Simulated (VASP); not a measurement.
# K (Im-3m) in VASP: a series of runs

Aim: see how the results for K move with the level of theory and the settings. Levels: PBE+D4, r2SCAN. Tasks: relaxation of cell and atoms.

Everything below comes from runs of VASP 6.6.1. Logs are shortened: lines on timing, memory, paths and dates and some standing lists are left out, and cuts for length are marked.

### Step 1. The cell of the first run

It takes space group Im-3m (No. 229, cubic). The conventional cell has a = 5.395 Å, b = 5.395 Å, c = 5.395 Å, α = 90.00°, β = 90.00°, γ = 90.00°.

### Step 2. Relaxation of cell and atoms, PBE+D4

Contents of INCAR:

```
  PREC = Accurate
  ENCUT = 600
  EDIFF = 1E-6
  ISMEAR = -1
  SIGMA = 0.05
  LREAL = False
  LASPH = True
  NELM = 100
  ALGO = Normal
  ISIF = 3
  LWAVE = False
  LCHARG = False
  GGA = PE
  IVDW = 13
  IBRION = 2
  NSW = 60
  EDIFFG = -0.01
```

Contents of KPOINTS:

```
regular mesh
0
Gamma
  7 7 7
```

Contents of POSCAR:

```
K
1.0
   -2.6975585167      2.6975585167      2.6975585167
    2.6975585167     -2.6975585167      2.6975585167
    2.6975585167      2.6975585167     -2.6975585167
K
1
Direct
    0.0000000000      0.0000000000      0.0000000000
```

Potentials or basis: VASP PAW PBE potentials, release 64 (K_sv).

Launch:

```bash
> cat potpaw_PBE.64/K_sv/POTCAR > POTCAR
> mpirun -np 1 vasp_std > vasp.out
```

OUTCAR:

```text
PREC = Accurate
   ENCUT = 600
   EDIFF = 1E-6
   ISMEAR = -1
   LREAL = False
   LASPH = True
   NELM = 100
   ISIF = 3
   GGA = PE
   IVDW = 13
   IBRION = 2
   NSW = 60
   EDIFFG = -0.01

 ion  position               nearest neighbor table
   1  0.000  0.000  0.000-

  LATTYP: Found a body centered cubic cell.
 ALAT       =     5.3951170334

  Lattice vectors:

 A1 = (  -2.6975585167,   2.6975585167,   2.6975585167)
 A2 = (   2.6975585167,  -2.6975585167,   2.6975585167)
 A3 = (   2.6975585167,   2.6975585167,  -2.6975585167)

Analysis of symmetry for initial positions (statically):
=====================================================================
 Subroutine PRICEL returns:
 Original cell was already a primitive cell.

 Routine SETGRP: Setting up the symmetry group for a
 body centered cubic supercell.

 Subroutine GETGRP returns: Found 48 space group operations
 (whereof 48 operations were pure point group operations)
 out of a pool of 48 trial point group operations.

The static configuration has the point symmetry O_h .

Analysis of symmetry for dynamics (positions and initial velocities):
=====================================================================
 Subroutine PRICEL returns:
 Original cell was already a primitive cell.

 Routine SETGRP: Setting up the symmetry group for a
 body centered cubic supercell.

 Subroutine GETGRP returns: Found 48 space group operations
 (whereof 48 operations were pure point group operations)
 out of a pool of 48 trial point group operations.

The dynamic configuration has the point symmetry O_h .

 Subroutine INISYM returns: Found 48 space group operations
 (whereof 48 operations are pure point group operations),
 and found     1 'primitive' translations

----------------------------------------------------------------------------------------

                                     Primitive cell

  volume of cell :      78.5186

  direct lattice vectors                    reciprocal lattice vectors
    -2.697558517  2.697558517  2.697558517     0.000000000  0.185352791  0.185352791
     2.697558517 -2.697558517  2.697558517     0.185352791  0.000000000  0.185352791
     2.697558517  2.697558517 -2.697558517     0.185352791  0.185352791  0.000000000

  length of vectors
     4.672308407  4.672308407  4.672308407     0.262128431  0.262128431  0.262128431

  position of ions in fractional coordinates (direct lattice)
     0.000000000  0.000000000  0.000000000

  ion indices of the primitive-cell ions
   primitive index   ion index
                 1           1

----------------------------------------------------------------------------------------

 KPOINTS: regular mesh

Automatic generation of k-mesh.
 Grid dimensions read from file:
 generate k-points for:    7    7    7

 Generating k-lattice:

  Cartesian coordinates                     Fractional coordinates (reciprocal lattice)
     0.000000000  0.026478970  0.026478970     0.142857143  0.000000000  0.000000000
     0.026478970  0.000000000  0.026478970     0.000000000  0.142857143  0.000000000
     0.026478970  0.026478970  0.000000000     0.000000000  0.000000000  0.142857143

  Length of vectors
     0.037446919  0.037446919  0.037446919

  Shift w.r.t. Gamma in fractional coordinates (k-lattice)
     0.000000000  0.000000000  0.000000000

 Subroutine IBZKPT returns following result:
 ===========================================

 Found     20 irreducible k-points:

 Following reciprocal coordinates:
            Coordinates               Weight
  0.000000  0.000000  0.000000      1.000000
  0.142857  0.000000  0.000000     12.000000
  0.285714  0.000000  0.000000     12.000000
  0.428571  0.000000  0.000000     12.000000
  0.142857  0.142857  0.000000     24.000000
  0.285714  0.142857 -0.000000     48.000000
[... 12 lines left out ...]
 -0.428571 -0.428571  0.285714      8.000000
 -0.428571  0.428571  0.428571      6.000000
   k-points           NKPTS =     20   k-points in BZ     NKDIM =     20   number of bands    NBANDS=      8
   number of dos      NEDOS =    301   number of ions     NIONS =      1
   total plane-waves  NPLWV =  64000
   dimension x,y,z NGX =    40 NGY =   40 NGZ =   40
   dimension x,y,z NGXF=    80 NGYF=   80 NGZF=   80
   ions per type =               1
   NGX,Y,Z   is equivalent  to a cutoff of  14.23, 14.23, 14.23 a.u.
   NGXF,Y,Z  is equivalent  to a cutoff of  28.46, 28.46, 28.46 a.u.
 SYSTEM =  unknown system
   PREC   = accura    normal or accurate (medium, high low for compatibility)
   ISTART =      0    job   : 0-new  1-cont  2-samecut
   ICHARG =      2    charge: 1-file 2-atom 10-const
   ISPIN  =      1    spin polarized calculation?
   LNONCOLLINEAR =      F non collinear calculations
   LSORBIT =      F    spin-orbit coupling
   LASPH  =      T    aspherical Exc in radial PAW
   ENCUT  =  600.0 eV  44.10 Ry    6.64 a.u.   9.33  9.33  9.33*2*pi/ulx,y,z
   NELM   =    100;   NELMIN=  2; NELMDL= -5     # of ELM steps
   EDIFF  = 0.1E-05   stopping-criterion for ELM
   LREAL  =      F    real-space projection
   EDIFFG = -.1E-01   stopping-criterion for IOM
   NSW    =     60    number of steps for IOM
   IBRION =      2    ionic relax: 0-MD 1-quasi-New 2-CG
   NFREE  =      1    steps in history (QN), initial steepest desc. (CG)
   ISIF   =      3    stress and relaxation
   ISYM   =      2    0-nonsym 1-usesym 2-fastsym
   POTIM  = 0.5000    time-step for ionic-motion
   TEBEG  =    0.0;   TEEND  =   0.0 temperature during run
   PSTRESS=    0.0 pullay stress
   NELECT =       9.0000    total number of electrons
   NUPDOWN=      -1.0000    fix difference up-down
   EMIN   =  10.00;   EMAX   =-10.00  energy-range for DOS
   EFERMI =   0.00;   METHOD = LEGACY
   ISMEAR =    -1;   SIGMA  =   0.05  broadening in eV -4-tet -1-fermi 0-gaus
   EFERMI_NEDOS =   21; number of points for ismear=-14 and -15
   IALGO  =     38    algorithm
   IMIX   =      4    mixing-type and parameters
     AMIX     =   0.40;   BMIX     =  1.00
     AMIX_MAG =   1.60;   BMIX_MAG =  1.00
  volume/ion in A,a.u.               =      78.52       529.87
  Fermi-wavevector in a.u.,A,eV,Ry     =   0.795240  1.502785  8.604411  0.632406
  Thomas-Fermi vector in A             =   1.901529
   LORBIT       =      0    0 simple, 1 ext, 2 COOP (PROOUT), +10 PAW based schemes
   GGA     = PE    functional components
   LHFCALC =     F    Hartree Fock is set to
   AEXX    =    0.0000 exact exchange contribution
   IVDW    =    13    specifies the selected vdW correction
   LEPSILON=     F    determine dielectric tensor
   LRPA    =     F    only Hartree local field effects (RPA)
 conjugate gradient relaxation of ions
 non-spin polarized calculation
  energy-cutoff  :      600.00
  volume of cell :       78.52
 maximum number of plane-waves:      2659
 NGX is ok and might be reduce to    40
   NGX = 19   NGY = 19   NGZ = 19

--------------------------------------- Ionic step        1  -------------------------------------------

 number of electron       9.0000001 magnetization

 Free energy of the ion-electron system (eV)
  ---------------------------------------------------
  ext. energy  EPLUGINS =         0.00000000
  ---------------------------------------------------
  free energy    TOTEN  =        -1.04925657 eV

  energy without entropy =       -1.04209133  energy(sigma->0) =       -1.04567395

------------------------ aborting loop because EDIFF is reached ----------------------------------------

  DFT-D4 for vdW energy calculation

  Edisp (eV):   -0.06420

  FORCE on cell =-STRESS in cart. coord.  units (eV):
  Direction    XX          YY          ZZ          XY          YZ          ZX
  --------------------------------------------------------------------------------------
  -------------------------------------------------------------------------------------
  Total      -0.16906    -0.16906    -0.16906     0.00000    -0.00000    -0.00000
  in kB      -3.44971    -3.44971    -3.44971     0.00000    -0.00000    -0.00000
  external pressure =       -3.45 kB  Pullay stress =        0.00 kB

 VOLUME and BASIS-vectors are now :
 -----------------------------------------------------------------------------
  energy-cutoff  :      600.00
  volume of cell :       78.52
      direct lattice vectors                 reciprocal lattice vectors
    -2.697558517  2.697558517  2.697558517     0.000000000  0.185352791  0.185352791
     2.697558517 -2.697558517  2.697558517     0.185352791  0.000000000  0.185352791
     2.697558517  2.697558517 -2.697558517     0.185352791  0.185352791  0.000000000
[... 79 lines left out ...]
 POSITION                                       TOTAL-FORCE (eV/Angst)
 -----------------------------------------------------------------------------------
     -0.00000      0.00000      0.00000        -0.000000      0.000000      0.000000
 -----------------------------------------------------------------------------------
    total drift:                                0.000000      0.000000     -0.000000

  FREE ENERGIE OF THE ION-ELECTRON SYSTEM (eV)
  ---------------------------------------------------
  free  energy   TOTEN  =        -1.1213651213 eV

  energy  without entropy=       -1.1144013192  energy(sigma->0) =       -1.11788322

--------------------------------------- Ionic step        4  -------------------------------------------

 number of electron       9.0000001 magnetization

 E-fermi :   0.0639     XC(G=0):  -5.8605

 val. band max:       -0.0035948978   @ k =  -0.2857   0.4286   0.1429
 cond. band min:       0.2036505379   @ k =  -0.4286   0.4286   0.1429
 fundamental gap:      0.2072454357
 Fermi energy:         0.0638797195

 k-point     1 :       0.0000    0.0000    0.0000
  band No.  band energies     occupation
      1     -32.0092      2.00000
      2     -15.4520      2.00000
      3     -15.4520      2.00000
      4     -15.4520      2.00000
      5      -2.2041      2.00000
      6       4.4514      0.00000
      7       4.4514      0.00000
      8       4.4514      0.00000

 k-point     2 :       0.1429    0.0000    0.0000
  band No.  band energies     occupation
      1     -32.0080      2.00000
      2     -15.4695      2.00000
      3     -15.4577      2.00000
      4     -15.4520      2.00000
      5      -1.9339      2.00000
      6       3.9920      0.00000
      7       4.1426      0.00000
      8       4.6754      0.00000
[... 261 lines left out ...]
 POSITION                                       TOTAL-FORCE (eV/Angst)
 -----------------------------------------------------------------------------------
     -0.00000      0.00000      0.00000         0.000000     -0.000000      0.000000
 -----------------------------------------------------------------------------------
    total drift:                                0.000000      0.000000     -0.000000

  FREE ENERGIE OF THE ION-ELECTRON SYSTEM (eV)
  ---------------------------------------------------
  free  energy   TOTEN  =        -1.1226453040 eV

  energy  without entropy=       -1.1157647673  energy(sigma->0) =       -1.11920504

--------------------------------------- Ionic step        6  -------------------------------------------

 number of electron       9.0000000 magnetization

 Free energy of the ion-electron system (eV)
  ---------------------------------------------------
  ext. energy  EPLUGINS =         0.00000000
  ---------------------------------------------------
  free energy    TOTEN  =        -1.05093682 eV

  energy without entropy =       -1.04408893  energy(sigma->0) =       -1.04751287

 E-fermi :  -0.0382     XC(G=0):  -5.7514

 val. band max:       -0.1055129925   @ k =  -0.2857   0.4286   0.1429
 cond. band min:       0.0984485519   @ k =  -0.4286   0.4286   0.1429
 fundamental gap:      0.2039615444
 Fermi energy:        -0.0382110112

 k-point     1 :       0.0000    0.0000    0.0000
  band No.  band energies     occupation
      1     -32.1359      2.00000
      2     -15.5827      2.00000
      3     -15.5827      2.00000
      4     -15.5827      2.00000
      5      -2.2432      2.00000
      6       4.3068      0.00000
      7       4.3068      0.00000
      8       4.3068      0.00000

 k-point     2 :       0.1429    0.0000    0.0000
  band No.  band energies     occupation
      1     -32.1349      2.00000
      2     -15.5976      2.00000
      3     -15.5876      2.00000
      4     -15.5826      2.00000
      5      -1.9826      2.00000
      6       3.8503      0.00000
      7       4.0051      0.00000
      8       4.5187      0.00000
[... 222 lines left out ...]
 POSITION                                       TOTAL-FORCE (eV/Angst)
 -----------------------------------------------------------------------------------
      2.60353      2.60353     -2.60353         0.000000      0.000000      0.000000
 -----------------------------------------------------------------------------------
    total drift:                                0.000000      0.000000     -0.000000

  FREE ENERGIE OF THE ION-ELECTRON SYSTEM (eV)
  ---------------------------------------------------
  free  energy   TOTEN  =        -1.1227618165 eV

  energy  without entropy=       -1.1159139280  energy(sigma->0) =       -1.11933787

 reached required accuracy - stopping structural energy minimisation
```

Run time: 35 s. Hardware: 1 thread of Intel Xeon 6975P-C (Granite Rapids), shared host; peak memory 0.25 GiB.

Results:

- Free energy: -1.1228 eV
- Relaxed volume: 70.59 Å³/atom
- Relaxed cell: a = 4.509 Å, b = 4.509 Å, c = 4.509 Å, α = 109.47°, β = 109.47°, γ = 109.47°
- Space group after relaxing (to 0.05 Å): Im-3m (No. 229)
- Energy gained by relaxing: 9.3 meV/atom
- Ionic steps: 6
- Pressure after relaxing: 0.0 GPa
- Dispersion energy per atom: -0.072 eV

Step by step:
```
step  energy change (eV)  largest force (eV/Å)  pressure (GPa)  volume (Å³)
   1              0.0000                0.0000           -0.34        78.52
   2             -0.0037                0.0000           -0.27        76.61
   3             -0.0079                0.0000           -0.14        73.51
   4              0.0385                0.0000            0.29        67.56
   5             -0.0092                0.0000           -0.05        71.42
   6             -0.0093                0.0000            0.00        70.59
```

Final structure:
```
K
1.0
    -2.60353    2.60353    2.60353
     2.60353   -2.60353    2.60353
     2.60353    2.60353   -2.60353
K
1
Direct
  0.00000 0.00000 0.00000
```

Caveat: pairwise dispersion overbinds metals, which lowers pressure and volume.

### Step 3. Relaxation of cell and atoms, r2SCAN

POSCAR is that of step 2.

Contents of INCAR.step1:

```
PREC = Accurate
ENCUT = 600
ISMEAR = -1
SIGMA = 0.05
LREAL = False
LASPH = True
NELM = 60
GGA = PE
ALGO = Normal
EDIFF = 1E-4
LWAVE = True
LCHARG = False
```

Contents of INCAR.step2:

```
PREC = Accurate
ENCUT = 600
EDIFF = 1E-7
ISMEAR = -1
SIGMA = 0.05
LREAL = False
LASPH = True
NELM = 60
ALGO = Normal
ISIF = 3
LWAVE = False
LCHARG = False
METAGGA = R2SCAN
LMIXTAU = True
IBRION = 2
NSW = 60
EDIFFG = -0.01
ISTART = 1
```

KPOINTS is that of step 2.

Potentials or basis: VASP PAW PBE potentials, release 64 (K_sv).

Launch:

```bash
> cat potpaw_PBE.64/K_sv/POTCAR > POTCAR
> cp INCAR.step1 INCAR
> mpirun -np 1 vasp_std > vasp.out
> cp INCAR.step2 INCAR
> mpirun -np 1 vasp_std > vasp.out
```

Run time: 2.2 min. Hardware: 1 thread of Intel Xeon 6975P-C (Granite Rapids), shared host; peak memory 0.26 GiB.

The run converged. Its results:

| Quantity | Value |
| --- | --- |
| Free energy | -6.0180 eV |
| Relaxed volume | 76.40 Å³/atom |
| Relaxed cell | a = 4.630 Å, b = 4.630 Å, c = 4.630 Å, α = 109.47°, β = 109.47°, γ = 109.47° |
| Space group after relaxing (to 0.05 Å) | Im-3m (No. 229) |
| Energy gained by relaxing | 0.6 meV/atom |
| Ionic steps | 4 |
| Pressure after relaxing | 0.0 GPa |

Step by step:
| step | energy change (eV) | largest force (eV/Å) | pressure (GPa) | volume (Å³) |
| --- | --- | --- | --- | --- |
| 1 | 0.0000 | 0.0000 | -0.09 | 78.52 |
| 2 | -0.0002 | 0.0000 | -0.06 | 78.02 |
| 3 | -0.0004 | 0.0000 | -0.05 | 77.48 |
| 4 | -0.0006 | 0.0000 | 0.00 | 76.40 |

Final structure:
```xyz
1
Lattice="-2.6731 2.6731 2.6731 2.6731 -2.6731 2.6731 2.6731 2.6731 -2.6731" Properties=species:S:1:pos:R:3 pbc="T T T"
K     2.6731    2.6731    2.6731
```

Levels at points of the mesh, in eV from the Fermi level:
```tsv
k point	band 1	band 2	band 3	band 4	band 5	band 6	band 7	band 8
(0.00, 0.00, 0.00)	-33.67	-16.34	-16.34	-16.34	-2.24	4.73	4.73	4.73
```

Caveat: the PAW data sets were made with another functional, which shifts forces and pressure a little.
